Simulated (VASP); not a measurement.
Write the native input for VASP 6.6.1 that does the following.

- Task: single point
- Functional: LDA
- Potentials or basis: VASP PAW LDA potentials, release 64 (In_d, Pd)
- Cutoff: 520 eV
- k mesh: 8 × 8 × 8
- Occupations: fermi-dirac, width 0.05 eV
- Spin: no spin polarisation
- Dipole correction: no
- Further INCAR settings: ALGO = Fast; EDIFF = 1e-06; NBANDS = 18

The structure of InPd lies in POSCAR:

```
InPd
1.0
    3.2718847800      0.0000000000      0.0000000000
    0.0000000000      3.2718847800      0.0000000000
    0.0000000000      0.0000000000      3.2718847800
In Pd
1 1
Direct
    0.0000000000      0.0000000000      0.0000000000
    0.5000000000      0.5000000000      0.5000000000
```

These files were run (other wordings do the same):

INCAR

```
ALGO = Fast
EDIFF = 1E-6
ENCUT = 520
ISIF = 2
ISMEAR = -1
LASPH = T
LCHARG = F
LREAL = F
LWAVE = F
NBANDS = 18
NELM = 60
PREC = Accurate
SIGMA = 0.05
```

KPOINTS

```
k-points
0
Gamma
  8 8 8
```

Potentials or basis: VASP PAW LDA potentials, release 64 (In_d, Pd).

Launch:

```console
$ cat potpaw_LDA.64/In_d/POTCAR potpaw_LDA.64/Pd/POTCAR > POTCAR
$ mpirun -np 1 vasp_std > vasp.out
```

It gave:

* Pressure: -6.6 GPa

Wall time 15 s on 1 thread of Intel Xeon 8259CL, with other jobs on the host, peak memory 0.14 GiB.
